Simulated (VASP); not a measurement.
# Ni (Pm-3m) in VASP: single point with PBE

Aim: the single point of Ni with PBE.

All numbers are computed with VASP 6.6.1; they aren't measurements. Logs are shortened: lines on timing, memory, paths and dates and some standing lists are left out, and cuts for length are marked.

## 1. The cell of the first run

The structure is cubic, space group Pm-3m (No. 221). Conventional cell: a = 2.332 Å, b = 2.332 Å, c = 2.332 Å, α = 90.00°, β = 90.00°, γ = 90.00°. Ni (site symmetry m-3m) has 6 Ni at 2.33 Å within 3.1 Å.

## 2. Single point, PBE

INCAR

```
SYSTEM = Ni
PREC = Accurate ; ENCUT = 520
EDIFF = 1E-6 ; ISMEAR = -1
SIGMA = 0.13605693000000002 ; LREAL = .False.
LASPH = .True. ; NELM = 100
ALGO = Normal ; ISIF = 2
LWAVE = .False. ; LCHARG = .False.
GGA = PE ; NBANDS = 11
```

KPOINTS

```
regular mesh
0
Gamma
  14 14 14
  0 0 0
```

POSCAR

```
Ni
1.0
    2.3317585746      0.0000000000      0.0000000000
    0.0000000000      2.3317585746      0.0000000000
    0.0000000000      0.0000000000      2.3317585746
Ni
1
Direct
    0.0000000000      0.0000000000      0.0000000000
```

Potentials or basis: VASP PAW PBE potentials, release 64 (Ni).

On the command line:

```bash
cat potpaw_PBE.64/Ni/POTCAR > POTCAR
mpirun -np 1 vasp_std > vasp.out
```

OUTCAR:

```text
SYSTEM = Ni
   PREC = Accurate
   ENCUT = 520
   EDIFF = 1E-6
   ISMEAR = -1
   LREAL = .False.
   LASPH = .True.
   NELM = 100
   ISIF = 2
   GGA = PE

 ion  position               nearest neighbor table
   1  0.000  0.000  0.000-

  LATTYP: Found a simple cubic cell.
 ALAT       =     2.3317585746

  Lattice vectors:

 A1 = (   2.3317585746,   0.0000000000,   0.0000000000)
 A2 = (   0.0000000000,   2.3317585746,   0.0000000000)
 A3 = (   0.0000000000,   0.0000000000,   2.3317585746)

Analysis of symmetry for initial positions (statically):
=====================================================================
 Subroutine PRICEL returns:
 Original cell was already a primitive cell.

 Routine SETGRP: Setting up the symmetry group for a
 simple cubic supercell.

 Subroutine GETGRP returns: Found 48 space group operations
 (whereof 48 operations were pure point group operations)
 out of a pool of 48 trial point group operations.

The static configuration has the point symmetry O_h .

Analysis of symmetry for dynamics (positions and initial velocities):
=====================================================================
 Subroutine PRICEL returns:
 Original cell was already a primitive cell.

 Routine SETGRP: Setting up the symmetry group for a
 simple cubic supercell.

 Subroutine GETGRP returns: Found 48 space group operations
 (whereof 48 operations were pure point group operations)
 out of a pool of 48 trial point group operations.

The dynamic configuration has the point symmetry O_h .

 Subroutine INISYM returns: Found 48 space group operations
 (whereof 48 operations are pure point group operations),
 and found     1 'primitive' translations

----------------------------------------------------------------------------------------

                                     Primitive cell

  volume of cell :      12.6780

  direct lattice vectors                    reciprocal lattice vectors
     2.331758575  0.000000000  0.000000000     0.428860865  0.000000000  0.000000000
     0.000000000  2.331758575  0.000000000     0.000000000  0.428860865  0.000000000
     0.000000000  0.000000000  2.331758575     0.000000000  0.000000000  0.428860865

  length of vectors
     2.331758575  2.331758575  2.331758575     0.428860865  0.428860865  0.428860865

  position of ions in fractional coordinates (direct lattice)
     0.000000000  0.000000000  0.000000000

[... 74 lines left out ...]
   NELM   =    100;   NELMIN=  2; NELMDL= -5     # of ELM steps
   EDIFF  = 0.1E-05   stopping-criterion for ELM
   LREAL  =      F    real-space projection
   EDIFFG = 0.1E-04   stopping-criterion for IOM
   NSW    =      0    number of steps for IOM
   IBRION =     -1    ionic relax: 0-MD 1-quasi-New 2-CG
   NFREE  =      0    steps in history (QN), initial steepest desc. (CG)
   ISIF   =      2    stress and relaxation
   ISYM   =      2    0-nonsym 1-usesym 2-fastsym
   POTIM  = 0.5000    time-step for ionic-motion
   TEBEG  =    0.0;   TEEND  =   0.0 temperature during run
   PSTRESS=    0.0 pullay stress
   NELECT =      10.0000    total number of electrons
   NUPDOWN=      -1.0000    fix difference up-down
   EMIN   =  10.00;   EMAX   =-10.00  energy-range for DOS
   EFERMI =   0.00;   METHOD = LEGACY
   ISMEAR =    -1;   SIGMA  =   0.14  broadening in eV -4-tet -1-fermi 0-gaus
   EFERMI_NEDOS =   21; number of points for ismear=-14 and -15
   IALGO  =     38    algorithm
   IMIX   =      4    mixing-type and parameters
     AMIX     =   0.40;   BMIX     =  1.00
     AMIX_MAG =   1.60;   BMIX_MAG =  1.00
  volume/ion in A,a.u.               =      12.68        85.56
  Fermi-wavevector in a.u.,A,eV,Ry     =   1.512602  2.858403 31.129638  2.287964
  Thomas-Fermi vector in A             =   2.622504
   LORBIT       =      0    0 simple, 1 ext, 2 COOP (PROOUT), +10 PAW based schemes
   GGA     = PE    functional components
   LHFCALC =     F    Hartree Fock is set to
   AEXX    =    0.0000 exact exchange contribution
   IVDW    =     0    specifies the selected vdW correction
   LEPSILON=     F    determine dielectric tensor
   LRPA    =     F    only Hartree local field effects (RPA)
 non-spin polarized calculation
  energy-cutoff  :      520.00
  volume of cell :       12.68
 maximum number of plane-waves:       360
 NGX is ok and might be reduce to    18
   NGX =  9   NGY =  9   NGZ =  9

 number of electron      10.0000017 magnetization

 Free energy of the ion-electron system (eV)
  ---------------------------------------------------
  ext. energy  EPLUGINS =         0.00000000
  ---------------------------------------------------
  free energy    TOTEN  =        -4.82886341 eV

  energy without entropy =       -4.69177989  energy(sigma->0) =       -4.76032165

 E-fermi :   7.3360     XC(G=0): -12.2766

 val. band max:        7.3274678100   @ k =   0.3571   0.0714   0.0714
 cond. band min:       7.3374639242   @ k =   0.2143   0.0714   0.0000
 fundamental gap:      0.0099961141
 Fermi energy:         7.3359897435

 k-point     1 :       0.0000    0.0000    0.0000
  band No.  band energies     occupation
      1      -0.5479      2.00000
      2       4.0636      2.00000
      3       4.0636      2.00000
      4       7.3542      0.93315
      5       7.3542      0.93315
      6       7.3542      0.93314
      7      26.7621      0.00000
      8      26.7621      0.00000
      9      26.7621      0.00000
     10      30.5575      0.00000
     11      30.5575      0.00000
[... 309 lines left out ...]
 k-point    24 :       0.3571    0.2143    0.0000
  band No.  band energies     occupation
      1       3.4320      2.00000
      2       4.6725      2.00000
      3       5.4709      2.00000
      4       6.5707      1.99281
      5       7.0487      1.78399
      6       7.1226      1.65519
      7      14.6771      0.00000
      8      22.7114      0.00000
      9      30.0444      0.00000
     10      32.9393      0.00000
     11      33.5009      0.00000

 [... further k-points ...]
[... 5 lines left out ...]
  --------------------------------------------------------------------------------------
  -------------------------------------------------------------------------------------
  Total       -0.0463211     -0.0463211     -0.0463211      0.0000000      0.0000000      0.0000000
  in kB       -5.8538056     -5.8538056     -5.8538056      0.0000000      0.0000000      0.0000000
  external PRESSURE =      -5.8538056 kB  Pullay stress =       0.0000000 kB

 VOLUME and BASIS-vectors are now :
 -----------------------------------------------------------------------------
  energy-cutoff  :      520.00
  volume of cell :       12.68
      direct lattice vectors                 reciprocal lattice vectors
     2.331758575  0.000000000  0.000000000     0.428860865  0.000000000  0.000000000
     0.000000000  2.331758575  0.000000000     0.000000000  0.428860865  0.000000000
     0.000000000  0.000000000  2.331758575     0.000000000  0.000000000  0.428860865

 POSITION                                       TOTAL-FORCE (eV/Angst)
 -----------------------------------------------------------------------------------
      0.00000      0.00000      0.00000         0.000000      0.000000      0.000000
 -----------------------------------------------------------------------------------
    total drift:                               -0.000000      0.000000      0.000000

  FREE ENERGIE OF THE ION-ELECTRON SYSTEM (eV)
  ---------------------------------------------------
  free  energy   TOTEN  =        -4.8288634072 eV

  energy  without entropy=       -4.6917798889  energy(sigma->0) =       -4.76032165
```

stdout:

```text
POSCAR found type information on POSCAR Ni
 POSCAR found :  1 types and       1 ions
 scaLAPACK will be used
 LDA part: xc-table for (Slater+PW92), standard interpolation
 POSCAR, INCAR and KPOINTS ok, starting setup
 FFT: planning ... GRIDC
 FFT: planning ... GRID_SOFT
 FFT: planning ... GRID
 WAVECAR not read
 entering main loop
```

It took 9.8 s on 1 thread of Intel Xeon 6975P-C, shared host; peak memory 0.13 GiB.

What came out:

* Free energy: -4.8289 eV
* Pressure: -0.6 GPa
* Band gap on the k mesh: zero (band 5 reaches 8.11 eV, above the bottom of band 6 at 6.85 eV)

Caveat: the run has no spin polarisation, though such a crystal can be magnetic.
